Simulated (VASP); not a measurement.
Si:

```
Si
1.0
     0.00000    2.73489    2.73489
     2.73489    0.00000    2.73489
     2.73489    2.73489    0.00000
Si
2
Direct
  0.75000 0.75000 0.75000
  0.50000 0.50000 0.50000
```

* Program: VASP 6.6.1
* Task: relaxation of cell and atoms
* Functional: LDA
* Potentials or basis: VASP PAW LDA potentials, release 64 (Si)
* Cutoff: 600 eV
* k mesh: 8 × 8 × 8
* Occupations: fermi-dirac, width 0.02 eV
* Spin: no spin polarisation

At the start: pressure -3.3 GPa; volume 20.46 Å³/atom.

**Question.** Where does the relaxation end?

**Answer.** Over 3 steps the energy falls by 7.8 meV/atom and the volume is 19.72 Å³/atom (-3.6 %); space group Fd-3m (No. 227, to 0.1 Å) before and after.

The path:
| step | energy change (eV) | largest force (eV/Å) | pressure (GPa) | volume (Å³) |
| --- | --- | --- | --- | --- |
| 1 | 0.0000 | 0.0000 | -3.29 | 40.91 |
| 2 | -0.0083 | 0.0000 | 2.51 | 38.47 |
| 3 | -0.0157 | 0.0000 | -0.01 | 39.44 |

Final structure:
```yaml
crystal:
  lattice:
    - [0.00000, 2.70163, 2.70163]
    - [2.70163, 0.00000, 2.70163]
    - [2.70163, 2.70163, 0.00000]
  atoms:
    - { symbol: Si, position: [0.75000, 0.75000, 0.75000] }
    - { symbol: Si, position: [0.50000, 0.50000, 0.50000] }
```
